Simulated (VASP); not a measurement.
# PtSe2 (P-3m1) in VASP: notebook

PtSe2 is run at these levels: PBE; tasks: single point.

Program: VASP 6.6.1. These are calculated values, not measurements. Logs are shortened: lines on timing, memory, paths and dates and some standing lists are left out, and cuts for length are marked.

## 1. The cell of the first run

The structure is trigonal, space group P-3m1 (No. 164). Conventional cell: a = 3.724 Å, b = 3.724 Å, c = 5.062 Å, α = 90.00°, β = 90.00°, γ = 120.00°. Pt (site symmetry -3m) has 6 Se at 2.49 Å within 3.3 Å. Se (site symmetry 3m) has 3 Pt at 2.49 Å and 6 Se at 3.32 Å within 3.4 Å.

## 2. Single point, PBE

Contents of INCAR:

```
SYSTEM = PtSe2
ALGO = Normal ; EDIFF = 1E-6
ENCUT = 500 ; GGA = PE
GGA_COMPAT = .FALSE. ; ISIF = 2
ISMEAR = 1 ; LASPH = .TRUE.
LCHARG = .FALSE. ; LREAL = .FALSE.
LWAVE = .FALSE. ; NBANDS = 18
NELM = 120 ; PREC = Accurate
SIGMA = 0.25
```

Contents of KPOINTS:

```
k-points
0
G
  9 9 6
  0 0 0
```

Contents of POSCAR:

```
PtSe2
1.0
    3.7240000000      0.0000000000      0.0000000000
   -1.8620000000      3.2250786037      0.0000000000
    0.0000000000      0.0000000000      5.0620000000
Pt Se
1 2
Direct
    0.0000000000      0.0000000000      0.0000000000
    0.3333333333      0.6666666667      0.2500000000
    0.6666666667      0.3333333333      0.7500000000
```

Potentials or basis: VASP PAW PBE potentials, release 64 (Pt, Se).

Launch:

```sh
> cat potpaw_PBE.64/Pt/POTCAR potpaw_PBE.64/Se/POTCAR > POTCAR
> mpirun -np 1 vasp_std > vasp.out
```

OUTCAR:

```text
SYSTEM = PtSe2
   EDIFF = 1E-6
   ENCUT = 500
   GGA = PE
   ISIF = 2
   ISMEAR = 1
   LASPH = .TRUE.
   LREAL = .FALSE.
   NELM = 120
   PREC = Accurate

 ion  position               nearest neighbor table
   1  0.000  0.000  0.000-   2 2.49   3 2.49   3 2.49   2 2.49   3 2.49   2 2.49
   2  0.333  0.667  0.250-   1 2.49   1 2.49   1 2.49
   3  0.667  0.333  0.750-   1 2.49   1 2.49   1 2.49

  LATTYP: Found a hexagonal cell.
 ALAT       =     3.7240000000
 C/A-ratio  =     1.3592910849

  Lattice vectors:

 A1 = (   3.7240000000,   0.0000000000,   0.0000000000)
 A2 = (  -1.8620000000,   3.2250786037,   0.0000000000)
 A3 = (   0.0000000000,   0.0000000000,   5.0620000000)

Analysis of symmetry for initial positions (statically):
=====================================================================
 Subroutine PRICEL returns:
 Original cell was already a primitive cell.

 Routine SETGRP: Setting up the symmetry group for a
 hexagonal supercell.

 Subroutine GETGRP returns: Found 12 space group operations
 (whereof 12 operations were pure point group operations)
 out of a pool of 24 trial point group operations.

The static configuration has the point symmetry D_3d.

Analysis of symmetry for dynamics (positions and initial velocities):
=====================================================================
 Subroutine PRICEL returns:
 Original cell was already a primitive cell.

 Routine SETGRP: Setting up the symmetry group for a
 hexagonal supercell.

 Subroutine GETGRP returns: Found 12 space group operations
 (whereof 12 operations were pure point group operations)
 out of a pool of 24 trial point group operations.

The dynamic configuration has the point symmetry D_3d.

 Subroutine INISYM returns: Found 12 space group operations
 (whereof 12 operations are pure point group operations),
 and found     1 'primitive' translations

----------------------------------------------------------------------------------------

                                     Primitive cell

  volume of cell :      60.7956

  direct lattice vectors                    reciprocal lattice vectors
     3.724000000  0.000000000  0.000000000     0.268528464  0.155034981  0.000000000
    -1.862000000  3.225078604  0.000000000     0.000000000  0.310069962  0.000000000
     0.000000000  0.000000000  5.062000000     0.000000000  0.000000000  0.197550375

  length of vectors
     3.724000000  3.724000000  5.062000000     0.310069962  0.310069962  0.197550375

  position of ions in fractional coordinates (direct lattice)
     0.000000000  0.000000000  0.000000000
     0.333333333  0.666666667  0.250000000
     0.666666667  0.333333333  0.750000000

  ion indices of the primitive-cell ions
   primitive index   ion index
                 1           1
                 2           2
                 3           3

----------------------------------------------------------------------------------------

 KPOINTS: k-points

Automatic generation of k-mesh.
 Grid dimensions read from file:
 generate k-points for:    9    9    6

 Generating k-lattice:

  Cartesian coordinates                     Fractional coordinates (reciprocal lattice)
     0.029836496  0.017226109  0.000000000     0.111111111  0.000000000  0.000000000
     0.000000000  0.034452218  0.000000000     0.000000000  0.111111111  0.000000000
     0.000000000  0.000000000  0.032925063     0.000000000  0.000000000  0.166666667

  Length of vectors
     0.034452218  0.034452218  0.032925063

  Shift w.r.t. Gamma in fractional coordinates (k-lattice)
     0.000000000  0.000000000  0.000000000

 Subroutine IBZKPT returns following result:
 ===========================================

 Found     62 irreducible k-points:

 Following reciprocal coordinates:
            Coordinates               Weight
  0.000000  0.000000  0.000000      1.000000
  0.111111 -0.000000  0.000000      6.000000
  0.222222 -0.000000  0.000000      6.000000
  0.333333 -0.000000  0.000000      6.000000
  0.444444 -0.000000  0.000000      6.000000
  0.111111  0.111111  0.000000      6.000000
[... 16 lines left out ...]
  0.222222  0.111111  0.166667     12.000000
 -0.111111  0.333333  0.166667     12.000000
 [... further k-points ...]
   k-points           NKPTS =     62   k-points in BZ     NKDIM =     62   number of bands    NBANDS=     18
   number of dos      NEDOS =    301   number of ions     NIONS =      3
   total plane-waves  NPLWV =  31360
   dimension x,y,z NGX =    28 NGY =   28 NGZ =   40
   dimension x,y,z NGXF=    56 NGYF=   56 NGZF=   80
   ions per type =               1   2
   NGX,Y,Z   is equivalent  to a cutoff of  12.50, 12.50, 13.14 a.u.
   NGXF,Y,Z  is equivalent  to a cutoff of  25.00, 25.00, 26.27 a.u.
 SYSTEM =  PtSe2
   PREC   = accura    normal or accurate (medium, high low for compatibility)
   ISTART =      0    job   : 0-new  1-cont  2-samecut
   ICHARG =      2    charge: 1-file 2-atom 10-const
   ISPIN  =      1    spin polarized calculation?
   LNONCOLLINEAR =      F non collinear calculations
   LSORBIT =      F    spin-orbit coupling
   LASPH  =      T    aspherical Exc in radial PAW
   ENCUT  =  500.0 eV  36.75 Ry    6.06 a.u.   6.79  6.79  9.23*2*pi/ulx,y,z
   NELM   =    120;   NELMIN=  2; NELMDL= -5     # of ELM steps
   EDIFF  = 0.1E-05   stopping-criterion for ELM
   LREAL  =      F    real-space projection
   EDIFFG = 0.1E-04   stopping-criterion for IOM
   NSW    =      0    number of steps for IOM
   IBRION =     -1    ionic relax: 0-MD 1-quasi-New 2-CG
   NFREE  =      0    steps in history (QN), initial steepest desc. (CG)
   ISIF   =      2    stress and relaxation
   ISYM   =      2    0-nonsym 1-usesym 2-fastsym
   POTIM  = 0.5000    time-step for ionic-motion
   TEBEG  =    0.0;   TEEND  =   0.0 temperature during run
   PSTRESS=    0.0 pullay stress
   NELECT =      22.0000    total number of electrons
   NUPDOWN=      -1.0000    fix difference up-down
   EMIN   =  10.00;   EMAX   =-10.00  energy-range for DOS
   EFERMI =   0.00;   METHOD = LEGACY
   ISMEAR =     1;   SIGMA  =   0.25  broadening in eV -4-tet -1-fermi 0-gaus
   EFERMI_NEDOS =   21; number of points for ismear=-14 and -15
   IALGO  =     38    algorithm
   IMIX   =      4    mixing-type and parameters
     AMIX     =   0.40;   BMIX     =  1.00
     AMIX_MAG =   1.60;   BMIX_MAG =  1.00
  volume/ion in A,a.u.               =      20.27       136.76
  Fermi-wavevector in a.u.,A,eV,Ry     =   1.166608  2.204570 18.517184  1.360975
  Thomas-Fermi vector in A             =   2.303119
   LORBIT       =      0    0 simple, 1 ext, 2 COOP (PROOUT), +10 PAW based schemes
   GGA     = PE    functional components
   LHFCALC =     F    Hartree Fock is set to
   AEXX    =    0.0000 exact exchange contribution
   IVDW    =     0    specifies the selected vdW correction
   LEPSILON=     F    determine dielectric tensor
   LRPA    =     F    only Hartree local field effects (RPA)
 non-spin polarized calculation
 Methfessel and Paxton  Order N= 1 SIGMA  =   0.25
  energy-cutoff  :      500.00
  volume of cell :       60.80
 maximum number of plane-waves:      1563
   NGX = 13   NGY = 13   NGZ = 19

 number of electron      21.9999999 magnetization

 Free energy of the ion-electron system (eV)
  ---------------------------------------------------
  ext. energy  EPLUGINS =         0.00000000
  ---------------------------------------------------
  free energy    TOTEN  =       -14.18457249 eV

  energy without entropy =      -14.18633918  energy(sigma->0) =      -14.18516139

 E-fermi :   6.5723     XC(G=0): -10.6328

 val. band max:        6.5581875396   @ k =   0.3333   0.3333   0.0000
 cond. band min:       6.6129109553   @ k =   0.0000   0.3333   0.3333
 fundamental gap:      0.0547234157
 Fermi energy:         6.5723114429

 k-point     1 :       0.0000    0.0000    0.0000
  band No.  band energies     occupation
      1      -9.1795      2.00000
      2      -6.3556      2.00000
      3      -0.6640      2.00000
      4       0.0421      2.00000
      5       0.0421      2.00000
      6       2.5026      2.00000
[... 10 lines left out ...]
     17      13.8142      0.00000
     18      18.3486      0.00000

 k-point     2 :       0.1111   -0.0000    0.0000
  band No.  band energies     occupation
      1      -9.0410      2.00000
      2      -6.4180      2.00000
      3      -0.5003      2.00000
      4       0.1315      2.00000
      5       0.1422      2.00000
      6       2.3103      2.00000
[... 10 lines left out ...]
     17      14.2599      0.00000
     18      16.5681      0.00000

 k-point     3 :       0.2222   -0.0000    0.0000
  band No.  band energies     occupation
      1      -8.6510      2.00000
      2      -6.5821      2.00000
      3      -0.0715      2.00000
      4       0.3601      2.00000
      5       0.4421      2.00000
      6       1.5547      2.00000
[... 10 lines left out ...]
     17      14.9344      0.00000
     18      14.9902      0.00000

 k-point     4 :       0.3333   -0.0000    0.0000
  band No.  band energies     occupation
      1      -8.0955      2.00000
      2      -6.8071      2.00000
      3      -0.0313      2.00000
      4       0.5960      2.00000
      5       0.7833      2.00000
      6       1.1868      2.00000
[... 10 lines left out ...]
     17      14.4056      0.00000
     18      15.3920      0.00000

 k-point     5 :       0.4444   -0.0000    0.0000
  band No.  band energies     occupation
      1      -7.5311      2.00000
      2      -7.0953      2.00000
      3      -0.7060      2.00000
      4       0.7019      2.00000
      5       1.1282      2.00000
      6       2.0472      2.00000
[... 10 lines left out ...]
     17      13.9353      0.00000
     18      17.1673      0.00000

 k-point     6 :       0.1111    0.1111    0.0000
  band No.  band energies     occupation
      1      -8.7765      2.00000
      2      -6.5298      2.00000
      3      -0.1954      2.00000
      4       0.2993      2.00000
      5       0.3239      2.00000
      6       1.9886      2.00000
[... 10 lines left out ...]
     17      15.1346      0.00000
     18      15.1856      0.00000

 k-point     7 :       0.2222    0.1111    0.0000
  band No.  band energies     occupation
      1      -8.3023      2.00000
      2      -6.7147      2.00000
      3       0.2408      2.00000
      4       0.4480      2.00000
      5       0.6958      2.00000
      6       1.1348      2.00000
[... 10 lines left out ...]
     17      14.3554      0.00000
     18      15.5597      0.00000

 k-point     8 :       0.3333    0.1111    0.0000
  band No.  band energies     occupation
      1      -7.7430      2.00000
      2      -6.9434      2.00000
      3      -0.3250      2.00000
      4       0.5419      2.00000
      5       1.1114      2.00000
      6       1.4183      2.00000
[... 10 lines left out ...]
     17      15.2302      0.00000
     18      15.6534      0.00000
[... 229 lines left out ...]
     17      15.2845      0.00000
     18      15.8915      0.00000

 k-point    20 :       0.4444   -0.0000    0.1667
  band No.  band energies     occupation
      1      -7.4019      2.00000
      2      -7.2210      2.00000
      3      -0.7099      2.00000
      4       0.6722      2.00000
      5       1.2207      2.00000
      6       1.6738      2.00000
[... 10 lines left out ...]
     17      14.6958      0.00000
     18      16.4516      0.00000

 k-point    21 :       0.0000    0.4444    0.1667
  band No.  band energies     occupation
      1      -7.5812      2.00000
      2      -6.9999      2.00000
      3      -0.8707      2.00000
      4       0.6253      2.00000
      5       0.7293      2.00000
      6       2.1770      2.00000
[... 10 lines left out ...]
     17      15.1125      0.00000
     18      16.6884      0.00000

 k-point    22 :       0.1111    0.1111    0.1667
  band No.  band energies     occupation
      1      -8.6811      2.00000
      2      -6.7090      2.00000
      3      -0.2314      2.00000
      4       0.2801      2.00000
      5       0.6022      2.00000
      6       1.9137      2.00000
[... 10 lines left out ...]
     17      14.5844      0.00000
     18      15.1858      0.00000

 k-point    23 :       0.2222    0.1111    0.1667
  band No.  band energies     occupation
      1      -8.2046      2.00000
      2      -6.8592      2.00000
      3       0.1458      2.00000
      4       0.4629      2.00000
      5       0.7004      2.00000
      6       1.4777      2.00000
[... 10 lines left out ...]
     17      14.7891      0.00000
     18      15.3643      0.00000

 k-point    24 :      -0.1111    0.3333    0.1667
  band No.  band energies     occupation
      1      -8.2353      2.00000
      2      -6.7950      2.00000
      3      -0.1533      2.00000
      4       0.3847      2.00000
      5       0.8405      2.00000
      6       1.2538      2.00000
[... 10 lines left out ...]
     17      14.3628      0.00000
     18      16.1439      0.00000

 [... further k-points ...]
[... 5 lines left out ...]
  --------------------------------------------------------------------------------------
  -------------------------------------------------------------------------------------
  Total        3.0217231      3.0217231      2.2685956      0.0000000      0.0000000     -0.0000000
  in kB       79.6330107     79.6330107     59.7854563      0.0000000      0.0000000     -0.0000000
  external PRESSURE =      73.0171593 kB  Pullay stress =       0.0000000 kB

 VOLUME and BASIS-vectors are now :
 -----------------------------------------------------------------------------
  energy-cutoff  :      500.00
  volume of cell :       60.80
      direct lattice vectors                 reciprocal lattice vectors
     3.724000000  0.000000000  0.000000000     0.268528464  0.155034981  0.000000000
    -1.862000000  3.225078604  0.000000000     0.000000000  0.310069962  0.000000000
     0.000000000  0.000000000  5.062000000     0.000000000  0.000000000  0.197550375

 POSITION                                       TOTAL-FORCE (eV/Angst)
 -----------------------------------------------------------------------------------
      0.00000      0.00000      0.00000        -0.000000      0.000000      0.000000
     -0.00000      2.15005      1.26550        -0.000000      0.000000      0.578178
      1.86200      1.07503      3.79650         0.000000      0.000000     -0.578178
 -----------------------------------------------------------------------------------
    total drift:                               -0.000000     -0.000000     -0.000000

  FREE ENERGIE OF THE ION-ELECTRON SYSTEM (eV)
  ---------------------------------------------------
  free  energy   TOTEN  =       -14.1845724946 eV

  energy  without entropy=      -14.1863391822  energy(sigma->0) =      -14.18516139
```

Run time: 54 s. Hardware: 1 thread of AMD EPYC 7R43 (Zen 3), shared host; peak memory 0.18 GiB.

Results:

| Item | Value |
| --- | --- |
| Free energy | -14.1846 eV |
| Pressure | 7.3 GPa |
| Largest force | 0.578 eV/Å |
| Band gap on the k mesh | zero (bands 11 and 12 overlap by 0.38 eV) |

Forces on the atoms (eV/Å):
```
Pt   0.000  0.000  0.000
Se   0.000  0.000  0.578
Se   0.000  0.000 -0.578
```

Levels at points of the mesh, in eV from the Fermi level:
```tsv
k point	band 9	band 10	band 11	band 12	band 13	band 14
(0.00, 0.00, 0.00)	-1.11	-1.11	0.37	1.43	1.43	3.58
(0.00, 0.00, 0.50)	-1.75	-1.54	-1.54	2.27	2.27	4.77
```

Caveat: the cell stands under pressure; spin-orbit coupling is left out, which moves the levels of the heavy elements.

## 3. Single point, PBE

Contents of INCAR:

```
SYSTEM = PtSe2
PREC = Accurate ; ENCUT = 500
EDIFF = 1E-6 ; ISMEAR = 1
SIGMA = 0.15 ; LREAL = .False.
LASPH = .True. ; NELM = 120
ALGO = Normal ; ISIF = 2
LWAVE = .False. ; LCHARG = .False.
GGA = PE ; NBANDS = 18
GGA_COMPAT = .False.
```

Contents of KPOINTS:

```
Automatic mesh
0
Gamma
  9 9 6
  0 0 0
```

POSCAR is that of step 2.

Potentials or basis: VASP PAW PBE potentials, release 64 (Pt, Se).

Launch:

```sh
> cat potpaw_PBE.64/Pt/POTCAR potpaw_PBE.64/Se/POTCAR > POTCAR
> mpirun -np 1 vasp_std > vasp.out
```

OUTCAR:

```text
SYSTEM = PtSe2
   PREC = Accurate
   ENCUT = 500
   EDIFF = 1E-6
   ISMEAR = 1
   LREAL = .False.
   LASPH = .True.
   NELM = 120
   ISIF = 2
   GGA = PE

 ion  position               nearest neighbor table
   1  0.000  0.000  0.000-   2 2.49   3 2.49   3 2.49   2 2.49   3 2.49   2 2.49
   2  0.333  0.667  0.250-   1 2.49   1 2.49   1 2.49
   3  0.667  0.333  0.750-   1 2.49   1 2.49   1 2.49

  LATTYP: Found a hexagonal cell.
 ALAT       =     3.7240000000
 C/A-ratio  =     1.3592910849

  Lattice vectors:

[... 677 lines left out ...]
      6       1.2531      2.00000
[... 10 lines left out ...]
     17      14.3631      0.00000
     18      16.1438      0.00000

 [... further k-points ...]
[... 5 lines left out ...]
  --------------------------------------------------------------------------------------
  -------------------------------------------------------------------------------------
  Total        3.0186658      3.0186658      2.2859138     -0.0000000      0.0000000      0.0000000
  in kB       79.5524403     79.5524403     60.2418521     -0.0000000      0.0000000      0.0000000
  external PRESSURE =      73.1155776 kB  Pullay stress =       0.0000000 kB

 VOLUME and BASIS-vectors are now :
 -----------------------------------------------------------------------------
  energy-cutoff  :      500.00
  volume of cell :       60.80
      direct lattice vectors                 reciprocal lattice vectors
     3.724000000  0.000000000  0.000000000     0.268528464  0.155034981  0.000000000
    -1.862000000  3.225078604  0.000000000     0.000000000  0.310069962  0.000000000
     0.000000000  0.000000000  5.062000000     0.000000000  0.000000000  0.197550375

 POSITION                                       TOTAL-FORCE (eV/Angst)
 -----------------------------------------------------------------------------------
      0.00000      0.00000      0.00000        -0.000000      0.000000      0.000000
     -0.00000      2.15005      1.26550         0.000000      0.000000      0.579902
      1.86200      1.07503      3.79650        -0.000000      0.000000     -0.579902
 -----------------------------------------------------------------------------------
    total drift:                               -0.000000     -0.000000     -0.000000

  FREE ENERGIE OF THE ION-ELECTRON SYSTEM (eV)
  ---------------------------------------------------
  free  energy   TOTEN  =       -14.1848956738 eV

  energy  without entropy=      -14.1850090893  energy(sigma->0) =      -14.18493348
```

Run time: 60 s. Hardware: 1 thread of AMD EPYC 7R43 (Zen 3), shared host; peak memory 0.18 GiB.

What came out:

```
Free energy            : -14.1849 eV
Pressure               : 7.3 GPa
Largest force          : 0.580 eV/Å
Band gap on the k mesh : zero (bands 11 and 12 overlap by 0.39 eV)
```

Forces on the atoms (eV/Å):
```
Pt   0.000  0.000  0.000
Se   0.000  0.000  0.580
Se   0.000  0.000 -0.580
```

Caveat: the cell stands under pressure; spin-orbit coupling is left out, which moves the levels of the heavy elements.

(Part 1 of 2 ends here.)
